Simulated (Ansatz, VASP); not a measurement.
# TePb in VASP and in Ansatz

```
Pb Te
1.0
     0.00000    3.13712    3.13712
     3.13712    0.00000    3.13712
     3.13712    3.13712    0.00000
Pb Te
1 1
Cartesian
  0.0000 0.0000 0.0000
  3.1371 3.1371 3.1371
```

Change from the starting cell: hydrostatic strain -4.0%.

Alike in both runs: task single point; functional r2SCAN; k mesh 8 × 8 × 8; occupations fermi-dirac, width 0.02 eV; non-collinear spin, spin-orbit coupling.

|  | VASP | Ansatz |
| --- | --- | --- |
| version | VASP 6.6.1 | Ansatz 0.2.0 |
| potentials or method | VASP PAW PBE potentials, release 64 (Pb_d, Te) | plane waves, PAW |
| plane-wave cutoff (eV) | 520 | 500 |
| valence electrons in the cell | 20 | 30 |

|  | VASP | Ansatz | Ansatz less VASP |
| --- | --- | --- | --- |
| pressure (GPa) | 6.4 | 6.2 | -0.21 |
| net moment per atom (μB) | 0.00 | 0.00 | 0.000 |

VASP's potentials were made for PBE, not for r2SCAN. With one functional, cell and mesh, what is left measures potentials, basis and numerics. VASP's potentials hold 20 valence electrons a cell and Ansatz's 30, so a difference there can come from the potentials and not from the codes.
